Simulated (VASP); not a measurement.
A run of VASP 6.6.1 is set up as follows.

File INCAR:

```
SYSTEM = Ir
PREC = Accurate
ENCUT = 500
EDIFF = 1E-6
ISMEAR = 0
SIGMA = 0.1
LREAL = .FALSE.
LASPH = .TRUE.
NELM = 120
ALGO = Normal
ISIF = 2
LWAVE = .FALSE.
LCHARG = .FALSE.
GGA = CA
NBANDS = 14
GGA_COMPAT = .FALSE.
```

KPOINTS

```
Automatic mesh
0
G
  18 18 18
  0 0 0
```

Contents of POSCAR:

```
Ir
1.0
    0.0000000000      1.9054365786      1.9054365786
    1.9054365786      0.0000000000      1.9054365786
    1.9054365786      1.9054365786      0.0000000000
Ir
1
Direct
    0.0000000000      0.0000000000      0.0000000000
```

Potentials or basis: VASP PAW LDA potentials, release 64 (Ir_sv_GW).

Launch:

```sh
$ cat potpaw_LDA.64/Ir_sv_GW/POTCAR > POTCAR
$ mpirun -np 1 vasp_std > vasp.out
```

Task: What does it give for the pressure?

Result: -1.7 GPa.
